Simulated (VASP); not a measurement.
# BaF2 (Fm-3m) in VASP: further runs

The runs below take BaF2 through elastic constants, with PBEsol.

Program: VASP 6.6.1. These are calculated values, not measurements. Logs are shortened: lines on timing, memory, paths and dates and some standing lists are left out, and cuts for length are marked.

## Step 1: The cell of the first run

Symmetry: Fm-3m, No. 225, cubic system. The conventional cell has a = 6.106 Å, b = 6.106 Å, c = 6.106 Å, α = 90.00°, β = 90.00°, γ = 90.00°. Ba (site symmetry m-3m) has 8 F at 2.64 Å within 3.5 Å. Within 3.5 Å of F (site symmetry -43m) lie 4 Ba at 2.64 Å and 6 F at 3.05 Å.

## Step 2: Elastic constants, PBEsol

INCAR

```
SYSTEM = BaF2
PREC = Accurate ; ENCUT = 600
EDIFF = 1E-8 ; ISMEAR = 0
SIGMA = 0.01 ; LREAL = .False.
LASPH = .True. ; NELM = 120
ALGO = Normal ; ISIF = 3
LWAVE = .False. ; LCHARG = .False.
GGA = PS ; NBANDS = 19
IBRION = 6 ; NFREE = 2
POTIM = 0.015 ; NSW = 1
GGA_COMPAT = .False.
```

KPOINTS

```
regular mesh
0
Gamma
  6 6 6
  0 0 0
```

POSCAR

```
BaF2
1.0
    0.0000000000      3.0528502487      3.0528502487
    3.0528502487      0.0000000000      3.0528502487
    3.0528502487      3.0528502487      0.0000000000
Ba F
1 2
Direct
    0.0000000000      0.0000000000      0.0000000000
    0.2500000000      0.2500000000      0.2500000000
    0.7500000000      0.7500000000      0.7500000000
```

Potentials or basis: VASP PAW PBE potentials, release 64 (Ba_sv, F).

The run is started by

```bash
cat potpaw_PBE.64/Ba_sv/POTCAR potpaw_PBE.64/F/POTCAR > POTCAR
mpirun -np 1 vasp_std > vasp.out
```

OUTCAR:

```text
SYSTEM = BaF2
   PREC = Accurate
   ENCUT = 600
   EDIFF = 1E-8
   ISMEAR = 0
   LREAL = .False.
   LASPH = .True.
   NELM = 120
   ISIF = 3
   GGA = PS
   IBRION = 6
   NFREE = 2
   POTIM = 0.015
   NSW = 1

 ion  position               nearest neighbor table
   1  0.000  0.000  0.000-   3 2.64   3 2.64   3 2.64   2 2.64   2 2.64   2 2.64   3 2.64   2 2.64

   2  0.250  0.250  0.250-   1 2.64   1 2.64   1 2.64   1 2.64
   3  0.750  0.750  0.750-   1 2.64   1 2.64   1 2.64   1 2.64

  LATTYP: Found a face centered cubic cell.
 ALAT       =     6.1057004974

  Lattice vectors:

 A1 = (   0.0000000000,   3.0528502487,   3.0528502487)
 A2 = (   3.0528502487,   0.0000000000,   3.0528502487)
 A3 = (   3.0528502487,   3.0528502487,   0.0000000000)

Analysis of symmetry for initial positions (statically):
=====================================================================
 Subroutine PRICEL returns:
 Original cell was already a primitive cell.

 Routine SETGRP: Setting up the symmetry group for a
 face centered cubic supercell.

 Subroutine GETGRP returns: Found 48 space group operations
 (whereof 48 operations were pure point group operations)
 out of a pool of 48 trial point group operations.

The static configuration has the point symmetry O_h .

Analysis of symmetry for dynamics (positions and initial velocities):
=====================================================================
 Subroutine PRICEL returns:
 Original cell was already a primitive cell.

 Routine SETGRP: Setting up the symmetry group for a
 face centered cubic supercell.

 Subroutine GETGRP returns: Found 48 space group operations
 (whereof 48 operations were pure point group operations)
 out of a pool of 48 trial point group operations.

The dynamic configuration has the point symmetry O_h .

 Subroutine INISYM returns: Found 48 space group operations
 (whereof 48 operations are pure point group operations),
 and found     1 'primitive' translations

----------------------------------------------------------------------------------------

                                     Primitive cell

  volume of cell :      56.9045

  direct lattice vectors                    reciprocal lattice vectors
     0.000000000  3.052850249  3.052850249    -0.163781371  0.163781371  0.163781371
     3.052850249  0.000000000  3.052850249     0.163781371 -0.163781371  0.163781371
     3.052850249  3.052850249  0.000000000     0.163781371  0.163781371 -0.163781371

  length of vectors
     4.317382226  4.317382226  4.317382226     0.283677656  0.283677656  0.283677656

  position of ions in fractional coordinates (direct lattice)
     0.000000000  0.000000000  0.000000000
     0.250000000  0.250000000  0.250000000
     0.750000000  0.750000000  0.750000000

  ion indices of the primitive-cell ions
   primitive index   ion index
                 1           1
                 2           2
                 3           3

----------------------------------------------------------------------------------------

 KPOINTS: regular mesh

Automatic generation of k-mesh.
[... 95 lines left out ...]
   NGX = 17   NGY = 17   NGZ = 17

--------------------------------------- Ionic step        1  -------------------------------------------

 number of electron      23.9999988 magnetization

 Free energy of the ion-electron system (eV)
  ---------------------------------------------------
  ext. energy  EPLUGINS =         0.00000000
  ---------------------------------------------------
  free energy    TOTEN  =       -17.62781364 eV

  energy without entropy =      -17.62781364  energy(sigma->0) =      -17.62781364

------------------------ aborting loop because EDIFF is reached ----------------------------------------

  FORCE on cell =-STRESS in cart. coord.  units (eV):
  Direction    XX          YY          ZZ          XY          YZ          ZX
  --------------------------------------------------------------------------------------
  -------------------------------------------------------------------------------------
  Total        0.8201784      0.8201784      0.8201784      0.0000000      0.0000000      0.0000000
  in kB       23.0925774     23.0925774     23.0925774      0.0000000      0.0000000      0.0000000
  external PRESSURE =      23.0925774 kB  Pullay stress =       0.0000000 kB
[... 92 lines left out ...]
  FREE ENERGIE OF THE ION-ELECTRON SYSTEM (eV)
  ---------------------------------------------------
  free  energy   TOTEN  =       -17.6112959178 eV

  energy  without entropy=      -17.6112959178  energy(sigma->0) =      -17.61129592

[... ionic steps 4 to 14 ...]

--------------------------------------- Ionic step       15  -------------------------------------------

 number of electron      23.9999987 magnetization

------------------------ aborting loop because EDIFF is reached ----------------------------------------
[... 69 lines left out ...]
--------------------------------------- Ionic step       17  -------------------------------------------

 number of electron      23.9999992 magnetization

 Free energy of the ion-electron system (eV)
  ---------------------------------------------------
  ext. energy  EPLUGINS =         0.00000000
  ---------------------------------------------------
  free energy    TOTEN  =       -17.62741879 eV

  energy without entropy =      -17.62741879  energy(sigma->0) =      -17.62741879

 E-fermi :  -1.9133     XC(G=0):  -9.1346

 val. band max:       -2.0163958934   @ k =   0.0000  -0.1667   0.1667
 cond. band min:       4.8199269723   @ k =   0.0000   0.0000   0.0000
 fundamental gap:      6.8363228657
 Fermi energy:        -1.9132719419

 k-point     1 :       0.0000    0.0000    0.0000
  band No.  band energies     occupation
      1     -24.9754      2.00000
      2     -20.8829      2.00000
      3     -20.7684      2.00000
      4      -9.7318      2.00000
      5      -9.7283      2.00000
      6      -9.7252      2.00000
[... 505 lines left out ...]
      6      -9.8183      2.00000
[... 11 lines left out ...]
     18      10.2928      0.00000
     19      12.1843      0.00000

 [... further k-points ...]
[... 5 lines left out ...]
  --------------------------------------------------------------------------------------
  -------------------------------------------------------------------------------------
  Total        0.8223440      0.8222610      0.8222610      0.0000000      0.0575935      0.0000000
  in kB       23.1535504     23.1512141     23.1512141      0.0000000      1.6215758      0.0000000
  external PRESSURE =      23.1519929 kB  Pullay stress =       0.0000000 kB
[... 18 lines left out ...]
  FREE ENERGIE OF THE ION-ELECTRON SYSTEM (eV)
  ---------------------------------------------------
  free  energy   TOTEN  =       -17.6274187914 eV

  energy  without entropy=      -17.6274187914  energy(sigma->0) =      -17.62741879

 INTERNAL STRAIN TENSORS FROM STRAINED CELLS
 ============================================

 INTERNAL STRAIN TENSOR FOR ION    1 for displacements in x,y,z  (eV/Angst):
          X           Y           Z          XY          YZ          ZX
  --------------------------------------------------------------------------------
  x     0.00000    -0.00000     0.00000     0.00000    -0.00000     0.00000
  y    -0.00000    -0.00000     0.00000     0.00000     0.00000    -0.00000
  z     0.00000     0.00000     0.00000     0.00000     0.00000     0.00000

 INTERNAL STRAIN TENSORS FROM DISPLACED ATOMS
 ============================================

 INTERNAL STRAIN TENSOR FOR ION    1 for displacements in x,y,z  (eV/Angst):
          X           Y           Z          XY          YZ          ZX
  --------------------------------------------------------------------------------
  x     0.00000     0.00000     0.00000     0.00000     0.00000     0.00000
  y     0.00000     0.00000     0.00000     0.00000     0.00000     0.00000
  z     0.00000     0.00000     0.00000     0.00000     0.00000     0.00000

 INTERNAL STRAIN TENSOR FOR ION    3 for displacements in x,y,z  (eV/Angst):
          X           Y           Z          XY          YZ          ZX
  --------------------------------------------------------------------------------
  x    -0.00000     0.00000     0.00000    -0.00000     3.84337    -0.00000
  y    -0.00000    -0.00000    -0.00000     0.00000    -0.00000     3.84337
  z    -0.00000    -0.00000    -0.00000     3.84337     0.00000    -0.00000

 Eigenvectors and eigenvalues of the dynamical matrix
 ----------------------------------------------------

   1 f  =    7.849853 THz    49.322078 2PiTHz  261.842896 cm-1    32.464367 meV
             X         Y         Z           dx          dy          dz
      0.000000  0.000000  0.000000     0.000000   -0.000000    0.000000
      1.526425  1.526425  1.526425    -0.705120    0.045774   -0.026660
      4.579275  4.579275  4.579275     0.705120   -0.045774    0.026660
[... 43 lines left out ...]
   9 f/i=    0.005568 THz     0.034984 2PiTHz    0.185724 cm-1     0.023027 meV
             X         Y         Z           dx          dy          dz
      0.000000  0.000000  0.000000     0.013252   -0.045357   -0.883344
      1.526425  1.526425  1.526425     0.004940   -0.016907   -0.329279
      4.579275  4.579275  4.579275     0.004940   -0.016907   -0.329279

--------------------------------------------------------------------------------------------------------

 ELASTIC MODULI CONTR FROM IONIC RELAXATION (kBar)
 Direction    XX          YY          ZZ          XY          YZ          ZX
 --------------------------------------------------------------------------------
 XX          -0.0000     -0.0000     -0.0000      0.0000      0.0000      0.0000
 YY          -0.0000     -0.0000     -0.0000      0.0000     -0.0000      0.0000
 ZZ          -0.0000     -0.0000     -0.0000      0.0000     -0.0000      0.0000
 XY           0.0000      0.0000      0.0000   -173.6558     -0.0000     -0.0000
 YZ           0.0000     -0.0000     -0.0000     -0.0000   -173.6558      0.0000
 ZX           0.0000      0.0000      0.0000     -0.0000      0.0000   -173.6558
 --------------------------------------------------------------------------------

 TOTAL ELASTIC MODULI (kBar)
 Direction    XX          YY          ZZ          XY          YZ          ZX
 --------------------------------------------------------------------------------
 XX        1015.5755    534.9863    534.9863      0.0000      0.0000      0.0000
 YY         534.9863   1015.5755    534.9863      0.0000     -0.0000      0.0000
 ZZ         534.9863    534.9863   1015.5755      0.0000     -0.0000      0.0000
 XY           0.0000      0.0000      0.0000    269.3285     -0.0000     -0.0000
 YZ           0.0000     -0.0000     -0.0000     -0.0000    269.3285      0.0000
 ZX           0.0000      0.0000      0.0000     -0.0000      0.0000    269.3285
 --------------------------------------------------------------------------------
```

Wall time 20 min (1 thread of Oxide Virtual Turin-like, shared host); peak memory 0.27 GiB.

Results:

```yaml
Elastic_constants_C11_C12_C44: 102, 53, 27 GPa
Voigt_bulk_modulus: 70 GPa
Highest_phonon_frequency_at_Γ_LO-TO_splitting_left_out: 262 cm⁻¹
```

Phonon frequencies in cm⁻¹ (negative: imaginary):
```tsv
q point	frequencies
(0.000, 0.000, 0.000)	0 0 0 204 204 204 262 262 262
```

Elastic tensor in Voigt notation (GPa, in the Cartesian axes of the cell as first typed):
```
102  53  53   0   0   0
 53 102  53   0   0   0
 53  53 102   0   0   0
  0   0   0  27   0   0
  0   0   0   0  27   0
  0   0   0   0   0  27
```

Clamped-ion elastic tensor (GPa):
```
102  53  53   0   0   0
 53 102  53   0   0   0
 53  53 102   0   0   0
  0   0   0  44   0   0
  0   0   0   0  44   0
  0   0   0   0   0  44
```

Caveat: the cell is under stress, which shifts elastic constants; the PAW data sets were made with another functional, which shifts forces and pressure a little; spin-orbit coupling is left out, which moves the levels of the heavy elements.

[end of part 1 of 2]
